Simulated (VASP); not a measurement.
Write the native input for VASP 6.6.1 that does the following.

```
Task                    : single point
Functional              : PBEsol
Potentials or basis     : VASP PAW PBE potentials, release 64 (Ge_d, Sb, Te)
Cutoff                  : 520 eV
k mesh                  : 8 × 8 × 8
Occupations             : gaussian, width 0.1 eV
Spin                    : no spin polarisation
Dipole correction       : no
k mesh for the DOS      : 12 × 12 × 12
Occupations for the DOS : tetrahedron
Further INCAR settings  : ALGO = Fast; EDIFF = 1e-07; NBANDS = 33
```

The system is GeSb2Te4.

```
CELL_PARAMETERS angstrom
-3.00696 3.00696 5.94356
3.00696 -3.00696 5.94356
3.00696 3.00696 -5.94356
ATOMIC_POSITIONS crystal
Ge 0.00000 0.00000 0.00000
Sb 0.50000 0.50000 0.00000
Sb 0.25000 0.75000 0.50000
Te 0.50650 0.00650 0.50000
Te 0.24522 0.24522 0.00000
Te 0.99350 0.49350 0.50000
Te 0.75478 0.75478 0.00000
```

These files were run (other wordings do the same):

POSCAR

```
GeSb2Te4
1.0
   -3.0069622132      3.0069622132      5.9435616682
    3.0069622132     -3.0069622132      5.9435616682
    3.0069622132      3.0069622132     -5.9435616682
Ge Sb Te
1 2 4
Direct
    0.0000000000      0.0000000000      0.0000000000
    0.5000000000      0.5000000000      0.0000000000
    0.2500000000      0.7500000000      0.5000000000
    0.5064974658      0.0064974658      0.5000000000
    0.2452180493      0.2452180493      0.0000000000
    0.9935025342      0.4935025342      0.5000000000
    0.7547819507      0.7547819507      0.0000000000
```

INCAR.step1

```
ALGO     = Fast           # electronic algorithm
EDIFF    = 1E-7           # SCF threshold, eV
ENCUT    = 520            # plane-wave cutoff, eV
GGA      = PS             # functional
ISIF     = 2              # what is computed and relaxed
ISMEAR   = 0              # smearing method
LASPH    = True           # aspherical terms in the spheres
LCHARG   = True           # write CHGCAR
LREAL    = False          # projectors in reciprocal space
LWAVE    = False          # write WAVECAR
NBANDS   = 33             # bands
NELM     = 80             # most SCF steps
PREC     = Accurate       # precision mode
SIGMA    = 0.1            # smearing width, eV
```

KPOINTS.step1

```
k-points
0
Gamma
  8 8 8
```

INCAR.step2

```
ALGO     = Fast           # electronic algorithm
EDIFF    = 1E-7           # SCF threshold, eV
ENCUT    = 520            # plane-wave cutoff, eV
GGA      = PS             # functional
ICHARG   = 11             # starting density
ISIF     = 2              # what is computed and relaxed
ISMEAR   = -5             # smearing method
LASPH    = True           # aspherical terms in the spheres
LCHARG   = False          # write CHGCAR
LORBIT   = 11             # projections on sites
LREAL    = False          # projectors in reciprocal space
LWAVE    = False          # write WAVECAR
NBANDS   = 33             # bands
NEDOS    = 1001           # points of the DOS
NELM     = 80             # most SCF steps
PREC     = Accurate       # precision mode
SIGMA    = 0.1            # smearing width, eV
```

KPOINTS.step2

```
k-points
0
Gamma
  12 12 12
```

Potentials or basis: VASP PAW PBE potentials, release 64 (Ge_d, Sb, Te).

Launch:

```bash
$ cat potpaw_PBE.64/Ge_d/POTCAR potpaw_PBE.64/Sb/POTCAR potpaw_PBE.64/Te/POTCAR > POTCAR
$ cp INCAR.step1 INCAR
$ cp KPOINTS.step1 KPOINTS
$ mpirun -np 1 vasp_std > vasp.out
$ cp INCAR.step2 INCAR
$ cp KPOINTS.step2 KPOINTS
$ mpirun -np 1 vasp_std > vasp.out
```

Results of the run:

- Valence electrons inside the program's atomic spheres: Ge 12.10; Sb 2.33, 2.32; Te 3.35, 3.36 (each value once)

Wall time 67 min on 1 thread of Oxide Virtual Turin-like Processor, on a shared host, peak memory 1.1 GiB.
